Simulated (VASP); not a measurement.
Set up this calculation in VASP 6.6.1, as the native input.

* Task: electric field gradients
* Functional: PBE
* Potentials or basis: VASP PAW PBE potentials, release 64 (W_sv)
* Cutoff: 520 eV
* k mesh: 14 × 14 × 14
* Occupations: fermi-dirac, width 0.05 eV
* Spin: no spin polarisation
* Dipole correction: no
* Further INCAR settings: ALGO = Normal; EDIFF = 1e-08; NBANDS = 13

The structure of W lies in POSCAR:

```
W
1.0
    0.0000000000      2.0300000000      2.0503000000
    2.0300000000      0.0000000000      2.0503000000
    2.0300000000      2.0300000000      0.0000000000
W
1
Direct
    0.0000000000      0.0000000000      0.0000000000
```

This cell differs from its parent crystal: zz strain of +1 %.

One way to write it, as run:

INCAR

```
SYSTEM = W
PREC     = Accurate       ! precision mode
ENCUT    = 520            ! plane-wave cutoff, eV
EDIFF    = 1E-8           ! SCF threshold, eV
ISMEAR   = -1             ! smearing method
SIGMA    = 0.05           ! smearing width, eV
LREAL    = .False.        ! projectors in reciprocal space
LASPH    = .True.         ! aspherical terms in the spheres
NELM     = 60             ! most SCF steps
ALGO     = Normal         ! electronic algorithm
ISIF     = 2              ! what is computed and relaxed
LWAVE    = .False.        ! write WAVECAR
LCHARG   = .False.        ! write CHGCAR
GGA      = PE             ! functional
LEFG     = .True.       
NBANDS   = 13             ! bands
```

KPOINTS

```
regular mesh
0
Gamma
  14 14 14
  0 0 0
```

Potentials or basis: VASP PAW PBE potentials, release 64 (W_sv).

Run with:

```console
$ cat potpaw_PBE.64/W_sv/POTCAR > POTCAR
$ mpirun -np 1 vasp_std > vasp.out
```

It gave:

```
Pressure               : -6.9 GPa
Band gap on the k mesh : zero (band 7 reaches 13.05 eV, above the bottom of band 8 at 9.61 eV)
```

Caveat: the cell differs from its parent crystal (zz strain of +1 %); without QUAD_EFG the Cq values of the log hold for a quadrupole moment of 1 mb, not for the nuclei; spin-orbit coupling is left out, which moves the levels of the heavy elements.

Run time: 16 s on 1 thread of Intel(R) Xeon(R) 6975P-C (Granite Rapids) (shared host), peak memory 0.17 GiB.
